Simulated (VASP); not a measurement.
NaH: single point with PBEsol

System: NaH, a wire with vacuum.

```
Na H
1.0
     9.00000    0.00000    0.00000
     0.00000    9.30000    0.00000
     0.00000    0.00000    4.01879
Na H
1 1
Direct
  0.50000 0.50000 0.00000
  0.50000 0.50000 0.50000
```

```yaml
Program: VASP 6.6.1
Task: single point
Functional: PBEsol
Potentials_or_basis: VASP PAW PBE potentials, release 64 (Na_pv, H)
Cutoff: 520 eV
k_mesh: 1 × 1 × 15
Occupations: gaussian, width 0.05 eV
Spin: collinear spin
Starting_moments: "[0.5, 0.0] μB"
```

- Band gap on the k mesh: 3.91 eV (least direct gap 4.43 eV)
- Net moment: 0.00 μB per cell
- Valence electrons inside the program's atomic spheres: Na 6.06; H 0.50

Levels at points of the mesh, in eV from the valence-band top:
Spin up:
```
           k point  band 1  band 2  band 3  band 4  band 5  band 6  band 7  band 8
(0.00, 0.00, 0.00)  -22.63  -22.63  -22.45   -0.79    3.91    4.35    4.40    5.30
```
Spin down:
```
           k point  band 1  band 2  band 3  band 4  band 5  band 6  band 7  band 8
(0.00, 0.00, 0.00)  -22.63  -22.63  -22.45   -0.79    3.91    4.34    4.40    5.30
```

Wall time 120 s on 1 thread of Oxide Virtual Turin-like Processor, on a shared host, peak memory 0.46 GiB.
